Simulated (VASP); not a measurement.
# CdH (R-3m) in VASP: a series of runs

Runs on CdH. Level: PBE. Tasks: single point.

All numbers are computed with VASP 6.6.1; they aren't measurements. Logs are shortened: lines on timing, memory, paths and dates and some standing lists are left out, and cuts for length are marked.

### 1 The cell of the first run

Symmetry: R-3m, No. 166, trigonal system. Conventional cell: a = 2.761 Å, b = 2.761 Å, c = 13.191 Å, α = 90.00°, β = 90.00°, γ = 120.00°. Within 3.6 Å of Cd (site symmetry -3m) lie 6 H at 2.72 Å and 6 Cd at 2.76 Å. H (site symmetry -3m) has 6 Cd at 2.72 Å and 6 H at 2.76 Å within 3.6 Å.

### 2 Single point, PBE

INCAR reads:

```
SYSTEM = CdH
PREC = Accurate
ENCUT = 520
EDIFF = 1E-6
ISMEAR = 0
SIGMA = 0.1
LREAL = .False.
LASPH = .True.
NELM = 80
ALGO = Normal
ISIF = 2
LWAVE = .False.
LCHARG = .True.
GGA = PE
LELF = .True.
LVHAR = .True.
NBANDS = 14
```

KPOINTS reads:

```
regular mesh
0
Gamma
  6 6 6
  0 0 0
```

POSCAR reads:

```
CdH
1.0
    1.3804958126      0.7970296290      4.3971348105
   -1.3804958126      0.7970296290      4.3971348105
    0.0000000000     -1.5940592580      4.3971348105
Cd H
1 1
Direct
    0.0000000000      0.0000000000      0.0000000000
    0.5000000000      0.5000000000      0.5000000000
```

Potentials or basis: VASP PAW PBE potentials, release 64 (Cd, H).

Command:

```bash
$ cat potpaw_PBE.64/Cd/POTCAR potpaw_PBE.64/H/POTCAR > POTCAR
$ mpirun -np 1 vasp_std > vasp.out
```

OUTCAR:

```text
SYSTEM = CdH
   PREC = Accurate
   ENCUT = 520
   EDIFF = 1E-6
   ISMEAR = 0
   LREAL = .False.
   LASPH = .True.
   NELM = 80
   ISIF = 2
   GGA = PE

 ion  position               nearest neighbor table
   1  0.000  0.000  0.000-
   2  0.500  0.500  0.500-

  LATTYP: Found a trigonal (rhomboedric) cell.
 ALAT       =     4.6771593366
 COS(alpha) =     0.8257648184

  Lattice vectors:

 A1 = (   1.3804958126,   0.7970296290,   4.3971348105)
 A2 = (  -1.3804958126,   0.7970296290,   4.3971348105)
 A3 = (   0.0000000000,  -1.5940592580,   4.3971348105)

Analysis of symmetry for initial positions (statically):
=====================================================================
 Subroutine PRICEL returns:
 Original cell was already a primitive cell.

 Routine SETGRP: Setting up the symmetry group for a
 trigonal (rhombohedral) supercell.

 Subroutine GETGRP returns: Found 12 space group operations
 (whereof 12 operations were pure point group operations)
 out of a pool of 12 trial point group operations.

The static configuration has the point symmetry D_3d.

Analysis of symmetry for dynamics (positions and initial velocities):
=====================================================================
 Subroutine PRICEL returns:
 Original cell was already a primitive cell.

 Routine SETGRP: Setting up the symmetry group for a
 trigonal (rhombohedral) supercell.

 Subroutine GETGRP returns: Found 12 space group operations
 (whereof 12 operations were pure point group operations)
 out of a pool of 12 trial point group operations.

The dynamic configuration has the point symmetry D_3d.

 Subroutine INISYM returns: Found 12 space group operations
 (whereof 12 operations are pure point group operations),
 and found     1 'primitive' translations

----------------------------------------------------------------------------------------

                                     Primitive cell

  volume of cell :      29.0289

  direct lattice vectors                    reciprocal lattice vectors
     1.380495813  0.797029629  4.397134810     0.362188712  0.209109750  0.075806940
    -1.380495813  0.797029629  4.397134810    -0.362188712  0.209109750  0.075806940
     0.000000000 -1.594059258  4.397134810     0.000000000 -0.418219501  0.075806940

  length of vectors
     4.677159337  4.677159337  4.677159337     0.425034402  0.425034402  0.425034402

  position of ions in fractional coordinates (direct lattice)
     0.000000000  0.000000000  0.000000000
     0.500000000  0.500000000  0.500000000

  ion indices of the primitive-cell ions
   primitive index   ion index
                 1           1
                 2           2

----------------------------------------------------------------------------------------

 KPOINTS: regular mesh

Automatic generation of k-mesh.
 Grid dimensions read from file:
 generate k-points for:    6    6    6

 Generating k-lattice:

  Cartesian coordinates                     Fractional coordinates (reciprocal lattice)
     0.060364785  0.034851625  0.012634490     0.166666667 -0.000000000  0.000000000
    -0.060364785  0.034851625  0.012634490    -0.000000000  0.166666667  0.000000000
     0.000000000 -0.069703250  0.012634490     0.000000000  0.000000000  0.166666667

  Length of vectors
     0.070839067  0.070839067  0.070839067

  Shift w.r.t. Gamma in fractional coordinates (k-lattice)
     0.000000000  0.000000000  0.000000000

 Subroutine IBZKPT returns following result:
 ===========================================

 Found     32 irreducible k-points:

 Following reciprocal coordinates:
            Coordinates               Weight
  0.000000  0.000000  0.000000      1.000000
  0.166667  0.000000  0.000000      6.000000
  0.333333  0.000000  0.000000      6.000000
  0.500000  0.000000  0.000000      3.000000
  0.166667  0.166667  0.000000      6.000000
  0.333333  0.166667  0.000000     12.000000
[... 16 lines left out ...]
  0.500000  0.500000  0.166667      6.000000
 -0.333333  0.500000  0.166667     12.000000
 [... further k-points ...]
   k-points           NKPTS =     32   k-points in BZ     NKDIM =     32   number of bands    NBANDS=     14
   number of dos      NEDOS =    301   number of ions     NIONS =      2
   total plane-waves  NPLWV =  46656
   dimension x,y,z NGX =    36 NGY =   36 NGZ =   36
   dimension x,y,z NGXF=    72 NGYF=   72 NGZF=   72
   ions per type =               1   1
   NGX,Y,Z   is equivalent  to a cutoff of  12.80, 12.80, 12.80 a.u.
   NGXF,Y,Z  is equivalent  to a cutoff of  25.59, 25.59, 25.59 a.u.
 SYSTEM =  CdH
   PREC   = accura    normal or accurate (medium, high low for compatibility)
   ISTART =      0    job   : 0-new  1-cont  2-samecut
   ICHARG =      2    charge: 1-file 2-atom 10-const
   ISPIN  =      1    spin polarized calculation?
   LNONCOLLINEAR =      F non collinear calculations
   LSORBIT =      F    spin-orbit coupling
   LASPH  =      T    aspherical Exc in radial PAW
   ENCUT  =  520.0 eV  38.22 Ry    6.18 a.u.   8.70  8.70  8.70*2*pi/ulx,y,z
   NELM   =     80;   NELMIN=  2; NELMDL= -5     # of ELM steps
   EDIFF  = 0.1E-05   stopping-criterion for ELM
   LREAL  =      F    real-space projection
[... 7 lines left out ...]
   TEBEG  =    0.0;   TEEND  =   0.0 temperature during run
   PSTRESS=    0.0 pullay stress
   NELECT =      13.0000    total number of electrons
   NUPDOWN=      -1.0000    fix difference up-down
   EMIN   =  10.00;   EMAX   =-10.00  energy-range for DOS
   EFERMI =   0.00;   METHOD = LEGACY
   ISMEAR =     0;   SIGMA  =   0.10  broadening in eV -4-tet -1-fermi 0-gaus
   EFERMI_NEDOS =   21; number of points for ismear=-14 and -15
   IALGO  =     38    algorithm
   IMIX   =      4    mixing-type and parameters
     AMIX     =   0.40;   BMIX     =  1.00
     AMIX_MAG =   1.60;   BMIX_MAG =  1.00
  volume/ion in A,a.u.               =      14.51        97.95
  Fermi-wavevector in a.u.,A,eV,Ry     =   1.252504  2.366889 21.344357  1.568766
  Thomas-Fermi vector in A             =   2.386401
   LORBIT       =      0    0 simple, 1 ext, 2 COOP (PROOUT), +10 PAW based schemes
   GGA     = PE    functional components
   LHFCALC =     F    Hartree Fock is set to
   AEXX    =    0.0000 exact exchange contribution
   IVDW    =     0    specifies the selected vdW correction
   LEPSILON=     F    determine dielectric tensor
   LRPA    =     F    only Hartree local field effects (RPA)
 non-spin polarized calculation
 Gauss-broadening in eV      SIGMA  =   0.10
  energy-cutoff  :      520.00
  volume of cell :       29.03
 maximum number of plane-waves:       790
   NGX = 17   NGY = 17   NGZ = 17

 number of electron      13.0000000 magnetization

 Free energy of the ion-electron system (eV)
  ---------------------------------------------------
  ext. energy  EPLUGINS =         0.00000000
  ---------------------------------------------------
  free energy    TOTEN  =        -2.54444863 eV

  energy without entropy =       -2.53933449  energy(sigma->0) =       -2.54189156

 E-fermi :   1.0509     XC(G=0): -10.1068

 val. band max:        0.9354819321   @ k =   0.3333   0.1667   0.0000
 cond. band min:       1.0894745341   @ k =   0.0000   0.0000   0.0000
 fundamental gap:      0.1539926019
 Fermi energy:         1.0509304058

 k-point     1 :       0.0000    0.0000    0.0000
  band No.  band energies     occupation
      1      -9.0648      2.00000
      2      -8.1766      2.00000
      3      -8.1766      2.00000
      4      -7.0331      2.00000
      5      -7.0331      2.00000
      6      -6.8680      2.00000
      7       1.0895      0.58569
      8       2.0307      0.00000
      9      17.3682      0.00000
     10      18.3953      0.00000
     11      21.4279      0.00000
     12      21.4279      0.00000
     13      23.7533      0.00000
     14      24.0966      0.00000

 k-point     2 :       0.1667    0.0000    0.0000
  band No.  band energies     occupation
      1      -8.7212      2.00000
      2      -8.2100      2.00000
      3      -7.8110      2.00000
      4      -7.4021      2.00000
      5      -7.0967      2.00000
      6      -6.2456      2.00000
      7       1.0957      0.52640
      8       3.5092      0.00000
      9      13.4597      0.00000
     10      16.2248      0.00000
     11      18.6398      0.00000
     12      19.8680      0.00000
     13      20.0765      0.00000
     14      21.3291      0.00000

 k-point     3 :       0.3333    0.0000    0.0000
  band No.  band energies     occupation
      1      -9.0433      2.00000
      2      -8.0199      2.00000
      3      -7.4743      2.00000
      4      -7.2226      2.00000
      5      -7.0141      2.00000
      6      -3.9670      2.00000
      7       1.7994      0.00000
      8       6.5851      0.00000
      9       7.2943      0.00000
     10      12.0225      0.00000
     11      15.5391      0.00000
     12      16.6602      0.00000
     13      19.0331      0.00000
     14      19.1741      0.00000
[... 324 lines left out ...]
 k-point    23 :       0.5000    0.5000    0.1667
  band No.  band energies     occupation
      1      -9.0481      2.00000
      2      -8.1090      2.00000
      3      -7.4381      2.00000
      4      -7.2154      2.00000
      5      -7.0145      2.00000
      6      -2.8419      2.00000
      7      -0.6687      2.00000
      8       6.6401      0.00000
      9       9.2605      0.00000
     10      13.4967      0.00000
     11      14.5837      0.00000
     12      16.2054      0.00000
     13      18.3635      0.00000
     14      19.9875      0.00000

 k-point    24 :      -0.3333    0.5000    0.1667
  band No.  band energies     occupation
      1      -8.7950      2.00000
      2      -8.2006      2.00000
      3      -7.4577      2.00000
      4      -7.4327      2.00000
      5      -6.9400      2.00000
      6      -0.0405      2.00000
      7       0.4782      2.00000
      8       4.9363      0.00000
      9       7.5704      0.00000
     10       9.7379      0.00000
     11      14.3788      0.00000
     12      15.7035      0.00000
     13      17.4419      0.00000
     14      18.8260      0.00000

 [... further k-points ...]
[... 5 lines left out ...]
  --------------------------------------------------------------------------------------
  -------------------------------------------------------------------------------------
  Total        2.3143286      2.3143286     -2.5310368      0.0000000     -0.0000000      0.0000000
  in kB      127.7335589    127.7335589   -139.6942232      0.0000000     -0.0000000      0.0000000
  external PRESSURE =      38.5909649 kB  Pullay stress =       0.0000000 kB

 VOLUME and BASIS-vectors are now :
 -----------------------------------------------------------------------------
  energy-cutoff  :      520.00
  volume of cell :       29.03
      direct lattice vectors                 reciprocal lattice vectors
     1.380495813  0.797029629  4.397134810     0.362188712  0.209109750  0.075806940
    -1.380495813  0.797029629  4.397134810    -0.362188712  0.209109750  0.075806940
     0.000000000 -1.594059258  4.397134810     0.000000000 -0.418219501  0.075806940

 POSITION                                       TOTAL-FORCE (eV/Angst)
 -----------------------------------------------------------------------------------
      0.00000      0.00000      0.00000         0.000000      0.000000      0.000000
      0.00000      0.00000      6.59570         0.000000     -0.000000      0.000000
 -----------------------------------------------------------------------------------
    total drift:                                0.000000      0.000000     -0.000000

  FREE ENERGIE OF THE ION-ELECTRON SYSTEM (eV)
  ---------------------------------------------------
  free  energy   TOTEN  =        -2.5444486329 eV

  energy  without entropy=       -2.5393344944  energy(sigma->0) =       -2.54189156
```

Wall time 28 s (1 thread of Oxide Virtual Turin-like, shared host); peak memory 0.17 GiB.

What came out:

| Property | Result |
| --- | --- |
| Free energy | -2.5444 eV |
| Pressure | 3.9 GPa |

Levels at points of the mesh, in eV from the Fermi level:
| k point | band 3 | band 4 | band 5 | band 6 | band 7 | band 8 | band 9 | band 10 | band 11 | band 12 |
| --- | --- | --- | --- | --- | --- | --- | --- | --- | --- | --- |
| (0.00, 0.00, 0.00) | -9.23 | -8.08 | -8.08 | -7.92 | 0.04 | 0.98 | 16.32 | 17.34 | 20.38 | 20.38 |
| (0.50, 0.00, 0.00) | -8.34 | -8.18 | -7.63 | -2.36 | 1.49 | 2.05 | 8.35 | 8.80 | 13.21 | 13.51 |
| (0.50, 0.50, 0.00) | -8.33 | -8.15 | -7.63 | -0.68 | -0.56 | 3.21 | 4.21 | 12.32 | 13.58 | 13.59 |
| (0.50, 0.50, 0.50) | -9.23 | -8.08 | -8.08 | -6.24 | -5.20 | 7.58 | 13.81 | 16.16 | 19.53 | 20.47 |

Caveat: the k points lie up to 0.45 Å⁻¹ apart.

### 3 Single point, PBE

This run uses another cell than the first one, of 13.94 Å³/atom, 0.960 times its volume.

INCAR reads:

```
PREC = Accurate
ENCUT = 520
EDIFF = 1E-6
ISMEAR = 0
SIGMA = 0.1
LREAL = False
LASPH = True
NELM = 100
ALGO = Normal
ISIF = 2
LWAVE = False
LCHARG = False
GGA = PE
NBANDS = 14
```

KPOINTS reads:

```
Automatic mesh
0
Gamma
  24 24 24
```

POSCAR reads:

```
CdH
1.0
    1.5212573736      0.8782983542      3.4774814550
   -1.5212573736      0.8782983542      3.4774814550
    0.0000000000     -1.7565967084      3.4774814550
Cd H
1 1
Direct
    0.0000000000      0.0000000000      0.0000000000
    0.5000000000      0.5000000000      0.5000000000
```

Potentials or basis: VASP PAW PBE potentials, release 64 (Cd, H).

Command:

```bash
$ cat potpaw_PBE.64/Cd/POTCAR potpaw_PBE.64/H/POTCAR > POTCAR
$ mpirun -np 1 vasp_std > vasp.out
```

It took 11 min on 1 thread of Oxide Virtual Turin-like, shared host; peak memory 0.57 GiB.

It converged, with:

* Free energy: -2.9817 eV
* Pressure: 0.2 GPa

Stress tensor (GPa, compression positive):
```
0.30 0.00 0.00
0.00 0.30 0.00
0.00 0.00 0.15
```

Levels at points of the mesh, in eV from the Fermi level:
```
           k point  band 3  band 4  band 5  band 6  band 7  band 8  band 9  band 10  band 11  band 12
(0.00, 0.00, 0.00)   -9.15   -9.15   -8.59   -8.59    3.13    4.26   13.02    14.78    14.78    14.79
(0.50, 0.00, 0.00)   -8.77   -8.66   -8.25   -4.62   -0.96    3.44    9.24     9.69    10.71    13.75
(0.50, 0.50, 0.00)   -8.65   -8.52   -8.25   -2.42   -1.08    2.72    3.08     8.09    10.70    18.59
(0.50, 0.50, 0.50)   -9.17   -8.54   -8.54   -6.27   -5.16    8.85   14.56    14.56    16.13    16.13
```
